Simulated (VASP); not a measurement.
# Pr (Fm-3m) in VASP: a series of runs

Pr is run at these levels: r2SCAN, PBE; tasks: single point.

Everything below comes from runs of VASP 6.6.1. Logs are shortened: lines on timing, memory, paths and dates and some standing lists are left out, and cuts for length are marked.

### Step 1. The cell of the first run

The structure is cubic, space group Fm-3m (No. 225). Conventional cell: a = 4.600 Å, b = 4.600 Å, c = 4.600 Å, α = 90.00°, β = 90.00°, γ = 90.00°. Within 4.3 Å of Pr (site symmetry m-3m) lie 12 Pr at 3.25 Å.

### Step 2. Single point, r2SCAN

Input file POSCAR:

```
Pr
1.0
    0.0000000000      2.3001292082      2.3001292082
    2.3001292082      0.0000000000      2.3001292082
    2.3001292082      2.3001292082      0.0000000000
Pr
1
Direct
    0.0000000000      0.0000000000      0.0000000000
```

Input file INCAR.step1:

```
SYSTEM = Pr
ALGO = Normal ; EDIFF = 1E-4
ENCUT = 520 ; GGA = PE
ISMEAR = -1 ; LASPH = .True.
LCHARG = .False. ; LREAL = .False.
LWAVE = .True. ; NBANDS = 12
NELM = 60 ; PREC = Accurate
SIGMA = 0.1
```

Input file INCAR.step2:

```
SYSTEM = Pr
ALGO = Normal ; EDIFF = 1E-7
ENCUT = 520 ; ISIF = 2
ISMEAR = -1 ; ISTART = 1
LASPH = .True. ; LCHARG = .False.
LMIXTAU = .True. ; LREAL = .False.
LWAVE = .False. ; METAGGA = R2SCAN
NBANDS = 12 ; NELM = 60
PREC = Accurate ; SIGMA = 0.1
```

Input file KPOINTS:

```
k-points
0
Gamma
  13 13 13
  0 0 0
```

Potentials or basis: VASP PAW PBE potentials, release 64 (Pr).

Started as:

```sh
$ cat potpaw_PBE.64/Pr/POTCAR > POTCAR
$ cp INCAR.step1 INCAR
$ mpirun -np 1 vasp_std > vasp.out
$ cp INCAR.step2 INCAR
$ mpirun -np 1 vasp_std > vasp.out
```

OUTCAR:

```text
SYSTEM = Pr
   EDIFF = 1E-7
   ENCUT = 520
   ISIF = 2
   ISMEAR = -1
   ISTART = 1
   LASPH = .True.
   LREAL = .False.
   METAGGA = R2SCAN
   NELM = 60
   PREC = Accurate

 ion  position               nearest neighbor table
   1  0.000  0.000  0.000-

  LATTYP: Found a face centered cubic cell.
 ALAT       =     4.6002584164

  Lattice vectors:

 A1 = (   0.0000000000,   2.3001292082,   2.3001292082)
 A2 = (   2.3001292082,   0.0000000000,   2.3001292082)
 A3 = (   2.3001292082,   2.3001292082,   0.0000000000)

Analysis of symmetry for initial positions (statically):
=====================================================================
 Subroutine PRICEL returns:
 Original cell was already a primitive cell.

 Routine SETGRP: Setting up the symmetry group for a
 face centered cubic supercell.

 Subroutine GETGRP returns: Found 48 space group operations
 (whereof 48 operations were pure point group operations)
 out of a pool of 48 trial point group operations.

The static configuration has the point symmetry O_h .

Analysis of symmetry for dynamics (positions and initial velocities):
=====================================================================
 Subroutine PRICEL returns:
 Original cell was already a primitive cell.

 Routine SETGRP: Setting up the symmetry group for a
 face centered cubic supercell.

 Subroutine GETGRP returns: Found 48 space group operations
 (whereof 48 operations were pure point group operations)
 out of a pool of 48 trial point group operations.

The dynamic configuration has the point symmetry O_h .

 Subroutine INISYM returns: Found 48 space group operations
 (whereof 48 operations are pure point group operations),
 and found     1 'primitive' translations

----------------------------------------------------------------------------------------

                                     Primitive cell

  volume of cell :      24.3381

  direct lattice vectors                    reciprocal lattice vectors
     0.000000000  2.300129208  2.300129208    -0.217379093  0.217379093  0.217379093
     2.300129208  0.000000000  2.300129208     0.217379093 -0.217379093  0.217379093
     2.300129208  2.300129208  0.000000000     0.217379093  0.217379093 -0.217379093

  length of vectors
     3.252873921  3.252873921  3.252873921     0.376511633  0.376511633  0.376511633

  position of ions in fractional coordinates (direct lattice)
     0.000000000  0.000000000  0.000000000

  ion indices of the primitive-cell ions
   primitive index   ion index
                 1           1

----------------------------------------------------------------------------------------

 KPOINTS: k-points

Automatic generation of k-mesh.
 Grid dimensions read from file:
 generate k-points for:   13   13   13

 Generating k-lattice:

  Cartesian coordinates                     Fractional coordinates (reciprocal lattice)
    -0.016721469  0.016721469  0.016721469     0.076923077  0.000000000  0.000000000
     0.016721469 -0.016721469  0.016721469     0.000000000  0.076923077  0.000000000
     0.016721469  0.016721469 -0.016721469     0.000000000  0.000000000  0.076923077

  Length of vectors
     0.028962433  0.028962433  0.028962433

  Shift w.r.t. Gamma in fractional coordinates (k-lattice)
     0.000000000  0.000000000  0.000000000

 Subroutine IBZKPT returns following result:
 ===========================================

 Found     84 irreducible k-points:

 Following reciprocal coordinates:
            Coordinates               Weight
  0.000000  0.000000  0.000000      1.000000
  0.076923  0.000000  0.000000      8.000000
  0.153846  0.000000  0.000000      8.000000
  0.230769  0.000000  0.000000      8.000000
  0.307692  0.000000  0.000000      8.000000
  0.384615  0.000000  0.000000      8.000000
[... 16 lines left out ...]
  0.384615  0.153846  0.000000     24.000000
  0.461538  0.153846  0.000000     24.000000
 [... further k-points ...]
   k-points           NKPTS =     84   k-points in BZ     NKDIM =     84   number of bands    NBANDS=     12
   number of dos      NEDOS =    301   number of ions     NIONS =      1
   total plane-waves  NPLWV =  13824
   dimension x,y,z NGX =    24 NGY =   24 NGZ =   24
   dimension x,y,z NGXF=    48 NGYF=   48 NGZF=   48
   ions per type =               1
   NGX,Y,Z   is equivalent  to a cutoff of  12.27, 12.27, 12.27 a.u.
   NGXF,Y,Z  is equivalent  to a cutoff of  24.53, 24.53, 24.53 a.u.
 SYSTEM =  Pr
   PREC   = accura    normal or accurate (medium, high low for compatibility)
   ISTART =      1    job   : 0-new  1-cont  2-samecut
   ICHARG =      0    charge: 1-file 2-atom 10-const
   ISPIN  =      1    spin polarized calculation?
   LNONCOLLINEAR =      F non collinear calculations
   LSORBIT =      F    spin-orbit coupling
   LASPH  =      T    aspherical Exc in radial PAW
   ENCUT  =  520.0 eV  38.22 Ry    6.18 a.u.   6.05  6.05  6.05*2*pi/ulx,y,z
   NELM   =     60;   NELMIN=  2; NELMDL=  0     # of ELM steps
   EDIFF  = 0.1E-06   stopping-criterion for ELM
   LREAL  =      F    real-space projection
   EDIFFG = 0.1E-05   stopping-criterion for IOM
   NSW    =      0    number of steps for IOM
   IBRION =     -1    ionic relax: 0-MD 1-quasi-New 2-CG
   NFREE  =      0    steps in history (QN), initial steepest desc. (CG)
   ISIF   =      2    stress and relaxation
   ISYM   =      2    0-nonsym 1-usesym 2-fastsym
   POTIM  = 0.5000    time-step for ionic-motion
   TEBEG  =    0.0;   TEEND  =   0.0 temperature during run
   PSTRESS=    0.0 pullay stress
   NELECT =      13.0000    total number of electrons
   NUPDOWN=      -1.0000    fix difference up-down
   EMIN   =  10.00;   EMAX   =-10.00  energy-range for DOS
   EFERMI =   0.00;   METHOD = LEGACY
   ISMEAR =    -1;   SIGMA  =   0.10  broadening in eV -4-tet -1-fermi 0-gaus
   EFERMI_NEDOS =   21; number of points for ismear=-14 and -15
   IALGO  =     38    algorithm
   IMIX   =      4    mixing-type and parameters
     AMIX     =   0.40;   BMIX     =  1.00
     AMIX_MAG =   1.60;   BMIX_MAG =  1.00
  volume/ion in A,a.u.               =      24.34       164.24
  Fermi-wavevector in a.u.,A,eV,Ry     =   1.328292  2.510109 24.005588  1.764361
  Thomas-Fermi vector in A             =   2.457541
   LORBIT       =      0    0 simple, 1 ext, 2 COOP (PROOUT), +10 PAW based schemes
   METAGGA = R2SCAN    functional components
   LHFCALC =     F    Hartree Fock is set to
   AEXX    =    0.0000 exact exchange contribution
   IVDW    =     0    specifies the selected vdW correction
   LEPSILON=     F    determine dielectric tensor
   LRPA    =     F    only Hartree local field effects (RPA)
 non-spin polarized calculation
  energy-cutoff  :      520.00
  volume of cell :       24.34
 maximum number of plane-waves:       666
   NGX = 13   NGY = 13   NGZ = 13

 number of electron      13.0000002 magnetization

 Free energy of the ion-electron system (eV)
  ---------------------------------------------------
  ext. energy  EPLUGINS =         0.00000000
  ---------------------------------------------------
  free energy    TOTEN  =       -30.08167785 eV

  energy without entropy =      -29.87628711  energy(sigma->0) =      -29.97898248

 E-fermi :   9.3513     XC(G=0): -12.5709

 val. band max:        9.3506504956   @ k =   0.0769   0.0000   0.0000
 cond. band min:       9.3514476267   @ k =  -0.4615   0.3077   0.1538
 fundamental gap:      0.0007971311
 Fermi energy:         9.3513369681

 k-point     1 :       0.0000    0.0000    0.0000
  band No.  band energies     occupation
      1     -28.1206      2.00000
      2      -7.8289      2.00000
      3      -7.8289      2.00000
      4      -7.8288      2.00000
      5       6.3382      2.00000
      6       8.5555      1.99930
      7       9.3380      1.06658
      8       9.3381      1.06615
      9       9.3381      1.06614
     10      10.4222      0.00004
     11      10.4222      0.00004
     12      10.4222      0.00004

 k-point     2 :       0.0769    0.0000    0.0000
  band No.  band energies     occupation
      1     -28.0868      2.00000
      2      -8.0564      2.00000
      3      -7.8531      2.00000
      4      -7.8531      2.00000
      5       6.6355      2.00000
      6       8.5100      1.99956
      7       9.3149      1.18033
      8       9.3506      1.00372
      9       9.3507      1.00343
     10      10.2959      0.00016
     11      10.2959      0.00016
     12      10.4236      0.00004

 k-point     3 :       0.1538    0.0000    0.0000
  band No.  band energies     occupation
      1     -27.9919      2.00000
      2      -8.6506      2.00000
      3      -7.9195      2.00000
      4      -7.9194      2.00000
      5       7.3020      2.00000
      6       8.4821      1.99966
      7       9.2484      1.47367
      8       9.3890      0.81370
      9       9.3891      0.81342
     10      10.1054      0.00106
     11      10.1054      0.00106
     12      10.4273      0.00004
[... 286 lines left out ...]
 k-point    23 :       0.3846    0.1538    0.0000
  band No.  band energies     occupation
      1     -27.5761      2.00000
      2     -10.3151      2.00000
      3      -8.4912      2.00000
      4      -8.4012      2.00000
      5       7.7623      2.00000
      6       8.7595      1.99463
      7       9.2701      1.38517
      8       9.6354      0.11029
      9       9.6924      0.06392
     10       9.8688      0.01125
     11       9.8906      0.00906
     12      10.1790      0.00051

 k-point    24 :       0.4615    0.1538    0.0000
  band No.  band energies     occupation
      1     -27.4719      2.00000
      2     -10.7228      2.00000
      3      -8.6562      2.00000
      4      -8.4180      2.00000
      5       7.7378      2.00000
      6       8.6683      1.99784
      7       9.4174      0.68112
      8       9.6686      0.08044
      9       9.6849      0.06874
     10       9.9104      0.00744
     11       9.9246      0.00645
     12      10.1300      0.00083

 [... further k-points ...]
[... 5 lines left out ...]
  --------------------------------------------------------------------------------------
  -------------------------------------------------------------------------------------
  Total        0.0285158      0.0285158      0.0285158      0.0000000      0.0000000     -0.0000000
  in kB        1.8771927      1.8771927      1.8771927      0.0000000      0.0000000     -0.0000000
  external PRESSURE =       1.8771927 kB  Pullay stress =       0.0000000 kB

 VOLUME and BASIS-vectors are now :
 -----------------------------------------------------------------------------
  energy-cutoff  :      520.00
  volume of cell :       24.34
      direct lattice vectors                 reciprocal lattice vectors
     0.000000000  2.300129208  2.300129208    -0.217379093  0.217379093  0.217379093
     2.300129208  0.000000000  2.300129208     0.217379093 -0.217379093  0.217379093
     2.300129208  2.300129208  0.000000000     0.217379093  0.217379093 -0.217379093

 POSITION                                       TOTAL-FORCE (eV/Angst)
 -----------------------------------------------------------------------------------
      0.00000      0.00000      0.00000        -0.000000     -0.000000     -0.000000
 -----------------------------------------------------------------------------------
    total drift:                               -0.000000     -0.000000      0.000000

  FREE ENERGIE OF THE ION-ELECTRON SYSTEM (eV)
  ---------------------------------------------------
  free  energy   TOTEN  =       -30.0816778481 eV

  energy  without entropy=      -29.8762871072  energy(sigma->0) =      -29.97898248
```

Wall time 3.2 min (1 thread of AMD EPYC 7R43 (Zen 3), shared host); peak memory 0.14 GiB.

Results:

```yaml
Free_energy: -30.0817 eV
Pressure: 0.2 GPa
```

Levels at points of the mesh, in eV from the Fermi level:
| k point | band 3 | band 4 | band 5 | band 6 | band 7 | band 8 | band 9 | band 10 |
| --- | --- | --- | --- | --- | --- | --- | --- | --- |
| (0.00, 0.00, 0.00) | -17.18 | -17.18 | -3.01 | -0.80 | -0.01 | -0.01 | -0.01 | 1.07 |

Caveat: the PAW data sets were made with another functional, which shifts forces and pressure a little; spin-orbit coupling is left out, which moves the levels of the heavy elements.

### Step 3. Single point, r2SCAN

This run uses another cell than the first one, of 25.06 Å³/atom, 1.030 times its volume.

Input file POSCAR:

```
Pr
1.0
    0.0000000000      2.3226809327      2.3226809327
    2.3226809327      0.0000000000      2.3226809327
    2.3226809327      2.3226809327      0.0000000000
Pr
1
Direct
    0.0000000000      0.0000000000      0.0000000000
```

Input file INCAR.step1:

```
  PREC = Accurate
  ENCUT = 520
  ISMEAR = -1
  SIGMA = 0.1
  LREAL = F
  LASPH = T
  NELM = 100
  NBANDS = 12
  GGA = PE
  ALGO = Normal
  EDIFF = 1E-4
  LWAVE = T
  LCHARG = F
```

Input file INCAR.step2:

```
  PREC = Accurate
  ENCUT = 520
  EDIFF = 1E-6
  ISMEAR = -1
  SIGMA = 0.1
  LREAL = F
  LASPH = T
  NELM = 100
  ALGO = Normal
  ISIF = 2
  LWAVE = F
  LCHARG = T
  METAGGA = R2SCAN
  LMIXTAU = T
  LELF = T
  LVHAR = T
  NBANDS = 12
  ISTART = 1
```

Input file KPOINTS:

```
Automatic mesh
0
Gamma
  13 13 13
```

Potentials or basis: VASP PAW PBE potentials, release 64 (Pr).

Started as:

```sh
$ cat potpaw_PBE.64/Pr/POTCAR > POTCAR
$ cp INCAR.step1 INCAR
$ mpirun -np 1 vasp_std > vasp.out
$ cp INCAR.step2 INCAR
$ mpirun -np 1 vasp_std > vasp.out
```

Wall time 2.7 min (1 thread of AMD EPYC 7R43 (Zen 3), shared host); peak memory 0.14 GiB.

It converged, with:

| Property | Result |
| --- | --- |
| Free energy | -30.0815 eV |
| Pressure | -0.5 GPa |

Levels at points of the mesh, in eV from the Fermi level:
```csv
k point,band 3,band 4,band 5,band 6,band 7,band 8,band 9,band 10
"(0.00, 0.00, 0.00)",-17.27,-17.27,-3.11,-0.76,-0.01,0.00,0.00,1.08
```

Caveat: the PAW data sets were made with another functional, which shifts forces and pressure a little; spin-orbit coupling is left out, which moves the levels of the heavy elements. Spin polarisation is off, so any magnetic state and its effect on volume and gap are missing.

### Step 4. Single point, r2SCAN

This run uses another cell than the first one, of 25.06 Å³/atom, 1.030 times its volume.

POSCAR is that of step 3.

Input file INCAR.step1:

```
SYSTEM = Pr
PREC     = Accurate       ! precision mode
ENCUT    = 520            ! plane-wave cutoff, eV
ISMEAR   = -1             ! smearing method
SIGMA    = 0.1            ! smearing width, eV
LREAL    = .FALSE.        ! projectors in reciprocal space
LASPH    = .TRUE.         ! aspherical terms in the spheres
NELM     = 60             ! most SCF steps
NBANDS   = 12             ! bands
GGA      = PE             ! functional
ALGO     = Normal         ! electronic algorithm
EDIFF    = 1E-4           ! SCF threshold, eV
LWAVE    = .TRUE.         ! write WAVECAR
LCHARG   = .FALSE.        ! write CHGCAR
```

Input file INCAR.step2:

```
SYSTEM = Pr
PREC     = Accurate       ! precision mode
ENCUT    = 520            ! plane-wave cutoff, eV
EDIFF    = 1E-6           ! SCF threshold, eV
ISMEAR   = -1             ! smearing method
SIGMA    = 0.1            ! smearing width, eV
LREAL    = .FALSE.        ! projectors in reciprocal space
LASPH    = .TRUE.         ! aspherical terms in the spheres
NELM     = 60             ! most SCF steps
ALGO     = Normal         ! electronic algorithm
ISIF     = 2              ! what is computed and relaxed
LWAVE    = .FALSE.        ! write WAVECAR
LCHARG   = .TRUE.         ! write CHGCAR
METAGGA  = R2SCAN         ! meta-GGA
LMIXTAU  = .TRUE.       
LELF     = .TRUE.         ! ELF
LVHAR    = .TRUE.       
NBANDS   = 12             ! bands
ISTART   = 1
```

Input file KPOINTS:

```
Automatic mesh
0
G
  13 13 13
  0 0 0
```

Started as:

```sh
$ cat potpaw_PBE.64/Pr/POTCAR > POTCAR
$ cp INCAR.step1 INCAR
$ mpirun -np 1 vasp_std > vasp.out
$ cp INCAR.step2 INCAR
$ mpirun -np 1 vasp_std > vasp.out
```

Wall time 2.6 min (1 thread of AMD EPYC 7R43 (Zen 3), shared host); peak memory 0.13 GiB.

Results (log left out):

| Quantity | Value |
| --- | --- |
| Free energy | -30.0815 eV |
| Pressure | -0.5 GPa |

Levels at points of the mesh, in eV from the Fermi level:
| k point | band 3 | band 4 | band 5 | band 6 | band 7 | band 8 | band 9 | band 10 |
| --- | --- | --- | --- | --- | --- | --- | --- | --- |
| (0.00, 0.00, 0.00) | -17.27 | -17.27 | -3.11 | -0.76 | -0.01 | 0.00 | 0.00 | 1.08 |

Caveat: the PAW data sets were made with another functional, which shifts forces and pressure a little; spin-orbit coupling is left out, which moves the levels of the heavy elements.

### Step 5. Single point, PBE

This run uses another cell than the first one, of 22.65 Å³/atom, 0.931 times its volume.

Input file INCAR:

```
SYSTEM = Pr
  PREC = Accurate
  ENCUT = 520
  EDIFF = 1E-7
  ISMEAR = -1
  SIGMA = 0.06122561905347299
  LREAL = .FALSE.
  LASPH = .TRUE.
  NELM = 80
  ALGO = Normal
  ISIF = 2
  LWAVE = .FALSE.
  LCHARG = .FALSE.
  GGA = PE
  NBANDS = 12
```

Input file KPOINTS:

```
Automatic mesh
0
G
  41 41 41
  0 0 0
```

Input file POSCAR:

```
Pr
1.0
    0.0000000000      2.2457137229      2.2457137229
    2.2457137229      0.0000000000      2.2457137229
    2.2457137229      2.2457137229      0.0000000000
Pr
1
Direct
    0.0000000000      0.0000000000      0.0000000000
```

Started as:

```sh
$ cat potpaw_PBE.64/Pr/POTCAR > POTCAR
$ mpirun -np 1 vasp_std > vasp.out
```

Run time: 11 min. Hardware: 1 thread of AMD EPYC 7R43 (Zen 3), shared host; peak memory 0.62 GiB.

Results (log left out):

```yaml
Free_energy: -5.1880 eV
Pressure: 2.9 GPa
```

Levels at points of the mesh, in eV from the Fermi level:
| k point | band 4 | band 5 | band 6 | band 7 | band 8 | band 9 |
| --- | --- | --- | --- | --- | --- | --- |
| (0.00, 0.00, 0.00) | -15.99 | -2.65 | -0.59 | 0.07 | 0.07 | 0.07 |

Caveat: spin-orbit coupling is left out, which moves the levels of the heavy elements.

### Step 6. Summary

```tsv
level	cell	k mesh	smearing	gap on the mesh (eV)	pressure (GPa)
r2SCAN	a = 3.253 Å, angles 60.0°, 1 atom	13 × 13 × 13	fermi-dirac 0.1 eV	none	0.2
r2SCAN	a = 3.285 Å, angles 60.0°, 1 atom	13 × 13 × 13	fermi-dirac 0.1 eV	none	-0.5
PBE	a = 3.176 Å, angles 60.0°, 1 atom	41 × 41 × 41	fermi-dirac 0.0612256 eV	none	2.9
```

Alike in all rows: task single point; potentials or basis VASP PAW PBE potentials, release 64 (Pr); no spin polarisation; cutoff (eV) 520.

Caveats: spin-orbit coupling is left out, which moves the levels of the heavy elements; the PAW data sets were made with another functional, which shifts forces and pressure a little (some runs).

Absolute energies hang on the potentials; compare differences alone.
